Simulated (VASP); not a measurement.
Input of a VASP 6.6.1 run:

The input INCAR:

```
SYSTEM = KCl
ALGO = Normal
EDIFF = 1E-7
ENCUT = 520
GGA = PE
ISIF = 2
ISMEAR = 0
LASPH = .True.
LCHARG = .False.
LREAL = .False.
LWAVE = .False.
NBANDS = 15
NELM = 100
PREC = Accurate
SIGMA = 0.01
```

Contents of KPOINTS:

```
k-points
0
Gamma
  6 6 6
  0 0 0
```

The input POSCAR:

```
KCl
1.0
    0.0000000000      3.2207459733      3.2207459733
    3.2207459733      0.0000000000      3.2207459733
    3.2207459733      3.2207459733      0.0000000000
K Cl
1 1
Direct
    0.0000000000      0.0000000000      0.0000000000
    0.5000000000      0.5000000000      0.5000000000
```

Potentials or basis: VASP PAW PBE potentials, release 64 (K_sv, Cl).

Run with:

```bash
$ cat potpaw_PBE.64/K_sv/POTCAR potpaw_PBE.64/Cl/POTCAR > POTCAR
$ mpirun -np 1 vasp_std > vasp.out
```

Q: Estimate the pressure.

A: -0.4 GPa.

Q: Predict the band gap on the k mesh.

A: 4.95 eV, direct.
